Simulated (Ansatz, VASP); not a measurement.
CoSi in VASP and in Ansatz

Contents of INCAR:

```
SYSTEM = CoSi
PREC = Accurate
ENCUT = 520
EDIFF = 1E-7
ISMEAR = 0
SIGMA = 0.1
LREAL = .False.
LASPH = .True.
NELM = 80
ALGO = Normal
ISIF = 2
LWAVE = .False.
LCHARG = .False.
GGA = PS
NBANDS = 36
```

Contents of KPOINTS:

```
Automatic mesh
0
Gamma
  8 8 8
  0 0 0
```

Contents of POSCAR:

```
CoSi
1.0
    4.3858255304      0.0000000000      0.0000000000
    0.0000000000      4.3858255304      0.0000000000
    0.0000000000      0.0000000000      4.3858255304
Co Si
4 4
Direct
    0.8543553236      0.8543553236      0.1456446764
    0.1456446764      0.3543553236      0.3543553236
    0.6456446764      0.1456446764      0.6456446764
    0.3543553236      0.6456446764      0.8543553236
    0.1566711518      0.1566711518      0.8433288482
    0.8433288482      0.6566711518      0.6566711518
    0.3433288482      0.8433288482      0.3433288482
    0.6566711518      0.3433288482      0.1566711518
```

Input for Ansatz:

```yaml
crystal:
  lattice:
    - [4.3858255304, 0.0, 0.0]
    - [0.0, 4.3858255304, 0.0]
    - [0.0, 0.0, 4.3858255304]
  atoms:
    - { symbol: Co, position: [0.8543553236, 0.8543553236, 0.1456446764] }
    - { symbol: Co, position: [0.1456446764, 0.3543553236, 0.3543553236] }
    - { symbol: Co, position: [0.6456446764, 0.1456446764, 0.6456446764] }
    - { symbol: Co, position: [0.3543553236, 0.6456446764, 0.8543553236] }
    - { symbol: Si, position: [0.1566711518, 0.1566711518, 0.8433288482] }
    - { symbol: Si, position: [0.8433288482, 0.6566711518, 0.6566711518] }
    - { symbol: Si, position: [0.3433288482, 0.8433288482, 0.3433288482] }
    - { symbol: Si, position: [0.6566711518, 0.3433288482, 0.1566711518] }
basis:
  ecutwfc: 420
kpoints:
  mp_grid: { grid: [8, 8, 8] }
hamiltonian:
  xc: pbesol
scf:
  occupations: { method: gaussian, width: 0.1 }
output:
  forces: true
  stress: true
  eigenvalues: true
```

Alike in both runs: task single point; functional PBEsol; k mesh 8 × 8 × 8; occupations gaussian, width 0.1 eV; no spin polarisation.

```csv
,VASP,Ansatz
version,VASP 6.6.1,Ansatz 0.2.0
potentials or method,"VASP PAW PBE potentials, release 64 (Co, Si), cutoff 520 eV","scalar-relativistic, plane waves, PAW"
valence electrons in the cell,52,84
```

Ansatz gave:

| Item | Value |
| --- | --- |
| gap on the k mesh at the Fermi level (eV) | none |
| pressure (GPa) | 0.0 |
| rms of the force components (eV/Å) | 0.002 |

Question: Estimate VASP's values.

Answer: gap on the k mesh at the Fermi level (eV): none; pressure (GPa): 0.2; rms of the force components (eV/Å): 0.003.

VASP's potentials were made for PBE, not for PBEsol. Atom by atom the forces differ by 0.004 eV/Å (rms over components). A gap of «none» marks a metal or a gap that the smearing closes. The functional is the same, so the differences come from potentials, cutoffs and numerics. VASP's potentials hold 52 valence electrons a cell and Ansatz's 84, so a difference there can come from the potentials and not from the codes.
